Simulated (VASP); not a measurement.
The system is C.

```
CELL_PARAMETERS angstrom
-1.12446 1.12446 1.12446
1.12446 -1.12446 1.12446
1.12446 1.12446 -1.12446
ATOMIC_POSITIONS crystal
C 0.00000 0.00000 0.00000
```

This cell differs from its parent crystal: volume scaled by 0.85.

Base run:

| Property | Result |
| --- | --- |
| Program | VASP 6.6.1 |
| Functional | PBE |
| Potentials or basis | VASP PAW PBE potentials, release 64 (C) |
| Cutoff | 520 eV |
| k mesh | 25 × 25 × 25 |
| Occupations | fermi-dirac, width 0.1 eV |
| Spin | no spin polarisation |

Its results: band gap on the k mesh zero (band 2 reaches 21.56 eV, above the bottom of band 3 at 5.47 eV); pressure 42.2 GPa.

**Question.** The run is repeated on the same cell with these changes: occupations from fermi-dirac, width 0.1 eV to tetrahedron. What comes out?

**Answer.** Band gap on the k mesh zero (band 2 reaches 21.56 eV, above the bottom of band 3 at 5.47 eV); pressure 44.1 GPa.
